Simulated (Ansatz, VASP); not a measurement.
# NiO: VASP beside Ansatz

```
Ni O
1.0
     2.50462    0.00000    0.00000
     0.00000    2.50462    0.00000
     0.00000    0.00000    2.50462
Ni O
1 1
Direct
  0.00000 0.00000 0.00000
  0.50000 0.50000 0.50000
```

Alike in both runs: task single point; functional PBE; k mesh 7 × 7 × 7; occupations gaussian, width 0.05 eV; collinear spin.

```csv
,VASP,Ansatz
version,VASP 6.6.1,Ansatz 0.2.0
potentials or method,"VASP PAW PBE potentials, release 64 (Ni, O), cutoff 520 eV","scalar-relativistic, plane waves, PAW"
valence electrons in the cell,16,24
```

|  | VASP | Ansatz | Ansatz less VASP |
| --- | --- | --- | --- |
| gap on the k mesh at the Fermi level (eV) | none | none | - |
| pressure (GPa) | 24.0 | 23.9 | -0.04 |
| net moment per atom (μB) | 0.17 | 0.17 | -0.002 |
| size of the moment on the site where the two differ most (μB) | 0.26 | 0.27 | +0.002 |

Site moments also hang on the region over which each program counts them. A gap of «none» marks a metal or a gap that the smearing closes. VASP's potentials hold 16 valence electrons a cell and Ansatz's 24, so a difference there can come from the potentials and not from the codes. Ansatz's warnings: specified occupation not kept, symmetry narrowed by occupation matrices.
